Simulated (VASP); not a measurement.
# VRu (Pm-3m) in VASP: electric field gradients with LDA

Aim: the electric field gradients of VRu with LDA.

Program: VASP 6.6.1. These are calculated values, not measurements. Logs are shortened: lines on timing, memory, paths and dates and some standing lists are left out, and cuts for length are marked.

## Step 1: The cell of the first run

The structure is cubic, space group Pm-3m (No. 221). The conventional cell has a = 3.003 Å, b = 3.003 Å, c = 3.003 Å, α = 90.00°, β = 90.00°, γ = 90.00°. V (site symmetry m-3m) has 8 Ru at 2.60 Å and 6 V at 3.00 Å within 3.4 Å. Ru (site symmetry m-3m) has 8 V at 2.60 Å and 6 Ru at 3.00 Å within 3.4 Å.

## Step 2: Electric field gradients, LDA, collinear spin, ferromagnetic start (13.54 Å³/atom)

INCAR

```
  PREC = Accurate
  ENCUT = 520
  EDIFF = 1E-8
  ISMEAR = -1
  SIGMA = 0.05
  LREAL = False
  LASPH = True
  NELM = 150
  ALGO = Normal
  ISIF = 2
  LWAVE = False
  LCHARG = False
  ISPIN = 2
  MAGMOM = 1.5 0
  LORBIT = 11
  LMAXMIX = 4
  LEFG = True
  NBANDS = 24
```

KPOINTS

```
Automatic mesh
0
Gamma
  12 12 12
```

POSCAR

```
VRu
1.0
    3.0028316633      0.0000000000      0.0000000000
    0.0000000000      3.0028316633      0.0000000000
    0.0000000000      0.0000000000      3.0028316633
V Ru
1 1
Direct
    0.5000000000      0.5000000000      0.5000000000
    0.0000000000      0.0000000000      0.0000000000
```

Potentials or basis: VASP PAW LDA potentials, release 64 (V_sv, Ru_pv).

Launch:

```sh
cat potpaw_LDA.64/V_sv/POTCAR potpaw_LDA.64/Ru_pv/POTCAR > POTCAR
mpirun -np 1 vasp_std > vasp.out
```

OUTCAR:

```text
PREC = Accurate
   ENCUT = 520
   EDIFF = 1E-8
   ISMEAR = -1
   LREAL = False
   LASPH = True
   NELM = 150
   ISIF = 2
   ISPIN = 2
   LORBIT = 11

 ion  position               nearest neighbor table
   1  0.500  0.500  0.500-   2 2.60   2 2.60   2 2.60   2 2.60   2 2.60   2 2.60   2 2.60   2 2.60

   2  0.000  0.000  0.000-   1 2.60   1 2.60   1 2.60   1 2.60   1 2.60   1 2.60   1 2.60   1 2.60

  LATTYP: Found a simple cubic cell.
 ALAT       =     3.0028316633

  Lattice vectors:

 A1 = (   3.0028316633,   0.0000000000,   0.0000000000)
 A2 = (   0.0000000000,   3.0028316633,   0.0000000000)
 A3 = (   0.0000000000,   0.0000000000,   3.0028316633)

Analysis of symmetry for initial positions (statically):
=====================================================================
 Subroutine PRICEL returns:
 Original cell was already a primitive cell.

 Routine SETGRP: Setting up the symmetry group for a
 simple cubic supercell.

 Subroutine GETGRP returns: Found 48 space group operations
 (whereof 48 operations were pure point group operations)
 out of a pool of 48 trial point group operations.

The static configuration has the point symmetry O_h .

Analysis of symmetry for dynamics (positions and initial velocities):
=====================================================================
 Subroutine PRICEL returns:
 Original cell was already a primitive cell.

 Routine SETGRP: Setting up the symmetry group for a
 simple cubic supercell.

 Subroutine GETGRP returns: Found 48 space group operations
 (whereof 48 operations were pure point group operations)
 out of a pool of 48 trial point group operations.

The dynamic configuration has the point symmetry O_h .

Analysis of structural, dynamic, and magnetic symmetry:
=====================================================================
 Subroutine PRICEL returns:
 Original cell was already a primitive cell.

 Routine SETGRP: Setting up the symmetry group for a
 simple cubic supercell.

 Subroutine GETGRP returns: Found 48 space group operations
 (whereof 48 operations were pure point group operations)
 out of a pool of 48 trial point group operations.

The overall configuration has the point symmetry O_h .

 Subroutine INISYM returns: Found 48 space group operations
 (whereof 48 operations are pure point group operations),
 and found     1 'primitive' translations

----------------------------------------------------------------------------------------

                                     Primitive cell

  volume of cell :      27.0765

  direct lattice vectors                    reciprocal lattice vectors
     3.002831663  0.000000000  0.000000000     0.333019001  0.000000000  0.000000000
     0.000000000  3.002831663  0.000000000     0.000000000  0.333019001  0.000000000
     0.000000000  0.000000000  3.002831663     0.000000000  0.000000000  0.333019001

  length of vectors
     3.002831663  3.002831663  3.002831663     0.333019001  0.333019001  0.333019001

  position of ions in fractional coordinates (direct lattice)
     0.500000000  0.500000000  0.500000000
     0.000000000  0.000000000  0.000000000

  ion indices of the primitive-cell ions
   primitive index   ion index
                 1           1
                 2           2

----------------------------------------------------------------------------------------

 KPOINTS: Automatic mesh

Automatic generation of k-mesh.
 Grid dimensions read from file:
 generate k-points for:   12   12   12

 Generating k-lattice:

[... 53 lines left out ...]
   ISTART =      0    job   : 0-new  1-cont  2-samecut
   ICHARG =      2    charge: 1-file 2-atom 10-const
   ISPIN  =      2    spin polarized calculation?
   LNONCOLLINEAR =      F non collinear calculations
   LSORBIT =      F    spin-orbit coupling
   LASPH  =      T    aspherical Exc in radial PAW
   ENCUT  =  520.0 eV  38.22 Ry    6.18 a.u.   5.58  5.58  5.58*2*pi/ulx,y,z
   NELM   =    150;   NELMIN=  2; NELMDL= -5     # of ELM steps
   EDIFF  = 0.1E-07   stopping-criterion for ELM
   LREAL  =      F    real-space projection
   EDIFFG = 0.1E-06   stopping-criterion for IOM
   NSW    =      0    number of steps for IOM
   IBRION =     -1    ionic relax: 0-MD 1-quasi-New 2-CG
   NFREE  =      0    steps in history (QN), initial steepest desc. (CG)
   ISIF   =      2    stress and relaxation
   ISYM   =      2    0-nonsym 1-usesym 2-fastsym
   POTIM  = 0.5000    time-step for ionic-motion
   TEBEG  =    0.0;   TEEND  =   0.0 temperature during run
   PSTRESS=    0.0 pullay stress
   NELECT =      27.0000    total number of electrons
   NUPDOWN=      -1.0000    fix difference up-down
   EMIN   =  10.00;   EMAX   =-10.00  energy-range for DOS
   EFERMI =   0.00;   METHOD = LEGACY
   ISMEAR =    -1;   SIGMA  =   0.05  broadening in eV -4-tet -1-fermi 0-gaus
   EFERMI_NEDOS =   21; number of points for ismear=-14 and -15
   IALGO  =     38    algorithm
   IMIX   =      4    mixing-type and parameters
     AMIX     =   0.40;   BMIX     =  1.00
     AMIX_MAG =   1.60;   BMIX_MAG =  1.00
  volume/ion in A,a.u.               =      13.54        91.36
  Fermi-wavevector in a.u.,A,eV,Ry     =   1.635555  3.090750 36.396122  2.675039
  Thomas-Fermi vector in A             =   2.727008
   LORBIT       =     11    0 simple, 1 ext, 2 COOP (PROOUT), +10 PAW based schemes
   GGA     = CA    functional components
   LHFCALC =     F    Hartree Fock is set to
   AEXX    =    0.0000 exact exchange contribution
   IVDW    =     0    specifies the selected vdW correction
   LEPSILON=     F    determine dielectric tensor
   LRPA    =     F    only Hartree local field effects (RPA)
 spin polarized calculation
  energy-cutoff  :      520.00
  volume of cell :       27.08
 maximum number of plane-waves:       743
 NGX is ok and might be reduce to    24
   NGX = 11   NGY = 11   NGZ = 11

 number of electron      26.9999990 magnetization       0.0002218

 Free energy of the ion-electron system (eV)
  ---------------------------------------------------
  ext. energy  EPLUGINS =         0.00000000
  ---------------------------------------------------
  free energy    TOTEN  =       -21.00547983 eV

  energy without entropy =      -20.97830495  energy(sigma->0) =      -20.99189239

 E-fermi :  11.7570     XC(G=0): -13.8143

 val. band max:       11.7418491270   @ k =   0.2500   0.1667   0.0000
 cond. band min:      11.7577139005   @ k =   0.5000   0.2500   0.0833
 fundamental gap:      0.0158647736
 Fermi energy:        11.7570078198

 spin component 1

 k-point     1 :       0.0000    0.0000    0.0000
  band No.  band energies     occupation
      1     -52.3370      1.00000
      2     -31.2554      1.00000
      3     -31.2554      1.00000
      4     -31.2554      1.00000
      5     -26.4923      1.00000
      6     -26.4923      1.00000
[... 637 lines left out ...]
     23      26.6964      0.00000
     24      27.1522      0.00000

 [... further k-points ...]

 spin component 2

 k-point     1 :       0.0000    0.0000    0.0000
  band No.  band energies     occupation
      1     -52.3368      1.00000
      2     -31.2554      1.00000
      3     -31.2554      1.00000
      4     -31.2554      1.00000
      5     -26.4921      1.00000
      6     -26.4921      1.00000
[... 637 lines left out ...]
     23      26.6964      0.00000
     24      27.1522      0.00000

 [... further k-points ...]
[... 5 lines left out ...]
  --------------------------------------------------------------------------------------
  -------------------------------------------------------------------------------------
  Total       -2.2920108     -2.2920108     -2.2920108      0.0000000      0.0000000     -0.0000000
  in kB     -135.6232940   -135.6232940   -135.6232940      0.0000000      0.0000000     -0.0000000
  external PRESSURE =    -135.6232940 kB  Pullay stress =       0.0000000 kB

 VOLUME and BASIS-vectors are now :
 -----------------------------------------------------------------------------
  energy-cutoff  :      520.00
  volume of cell :       27.08
      direct lattice vectors                 reciprocal lattice vectors
     3.002831663  0.000000000  0.000000000     0.333019001  0.000000000  0.000000000
     0.000000000  3.002831663  0.000000000     0.000000000  0.333019001  0.000000000
     0.000000000  0.000000000  3.002831663     0.000000000  0.000000000  0.333019001

 POSITION                                       TOTAL-FORCE (eV/Angst)
 -----------------------------------------------------------------------------------
      1.50142      1.50142      1.50142         0.000000      0.000000      0.000000
      0.00000      0.00000      0.00000         0.000000      0.000000      0.000000
 -----------------------------------------------------------------------------------
    total drift:                                0.000000      0.000000     -0.000000

  FREE ENERGIE OF THE ION-ELECTRON SYSTEM (eV)
  ---------------------------------------------------
  free  energy   TOTEN  =       -21.0054798288 eV

  energy  without entropy=      -20.9783049492  energy(sigma->0) =      -20.99189239

 Electric field gradients (V/A^2)
---------------------------------------------------------------------
 ion       V_xx      V_yy      V_zz      V_xy      V_xz      V_yz
---------------------------------------------------------------------
   1      -0.000    -0.000     0.000     0.000     0.000    -0.000
   2      -0.000    -0.000    -0.000    -0.000     0.000     0.000
---------------------------------------------------------------------

 Electric field gradients after diagonalization (V/A^2)
 (convention: |V_zz| > |V_xx| > |V_yy|)
----------------------------------------------------------------------
 ion       V_xx      V_yy      V_zz     asymmetry (V_yy - V_xx)/ V_zz
----------------------------------------------------------------------
   1       0.000    -0.000    -0.000       0.506
   2      -0.000    -0.000    -0.000      -0.257
----------------------------------------------------------------------

           NMR quadrupolar parameters

 Cq : quadrupolar parameter    Cq=e*Q*V_zz/h
 eta: asymmetry parameters     (V_yy - V_xx)/ V_zz
 Q  : nuclear electric quadrupole moment in mb (millibarn)
----------------------------------------------------------------------
 ion       Cq(MHz)       eta       Q (mb)
----------------------------------------------------------------------
   1      -0.000       0.506       1.000
   2      -0.000      -0.257       1.000
----------------------------------------------------------------------

 total charge

# of ion       s       p       d       tot
------------------------------------------
    1        2.331   6.255   3.017  11.603
    2        0.413   6.293   6.000  12.705
--------------------------------------------------
tot          2.744  12.548   9.016  24.307

 magnetization (x)

# of ion       s       p       d       tot
------------------------------------------
    1        0.000   0.000   0.000   0.000
    2        0.000   0.000  -0.000  -0.000
--------------------------------------------------
tot          0.000   0.000   0.000   0.000
```

Wall time 2.8 min (1 thread of Oxide Virtual Turin-like, shared host); peak memory 0.17 GiB.

Results:

```
Free energy                                           : -21.0055 eV
Pressure                                              : -13.6 GPa
Net moment                                            : 0.00 μB per cell
Largest electric field gradient by atom               : under 0.05 V/Å² on every atom
Valence electrons inside the program's atomic spheres : V 11.60; Ru 12.71
```

Caveat: the cell stands under tension; the moments typed at the start vanished in this run.
